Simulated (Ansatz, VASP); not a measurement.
## Mg5Te in VASP and in Ansatz

```xyz
6
Lattice="3.6304 -3.0372 0.0000 3.6304 3.0372 0.0000 -3.5993 0.0000 6.5640" Properties=species:S:1:pos:R:3 pbc="T T T"
Mg    3.6304    0.0000    0.0000
Mg    1.8152   -1.5186    0.0000
Mg    1.8152    1.5186    0.0000
Mg    0.0155    1.5186    3.2820
Mg    0.0155   -1.5186    3.2820
Te    1.8307    0.0000    3.2820
```

Alike in both runs: task relaxation of cell and atoms; functional PBE; k mesh 4 × 4 × 4; occupations gaussian, width 0.1 eV; no spin polarisation.

|  | VASP | Ansatz |
| --- | --- | --- |
| version | VASP 6.6.1 | Ansatz 0.2.0 |
| potentials or method | VASP PAW PBE potentials, release 64 (Mg, Te), cutoff 600 eV | scalar-relativistic, plane waves, PAW |
| valence electrons in the cell | 16 | 66 |

Ansatz gave:

| Property | Result |
| --- | --- |
| gap on the k mesh at the Fermi level, each at its own relaxed structure (eV) | none |
| relaxed volume (Å³/atom) | 28.39 |
| relaxed cell length with the largest relative difference (Å) | 7.539 |

**Question.** Estimate VASP's values.

**Answer.** gap on the k mesh at the Fermi level, each at its own relaxed structure (eV): none; relaxed volume (Å³/atom): 28.16; relaxed cell length with the largest relative difference (Å): 7.501.

A gap of «none» marks a metal or a gap that the smearing closes. VASP's potentials hold 16 valence electrons a cell and Ansatz's 66, so a difference there can come from the potentials and not from the codes.

Neither program's run includes spin-orbit coupling. Noted on VASP's run: the volume moved by over 15 % at a fixed basis, so the end points are rough.
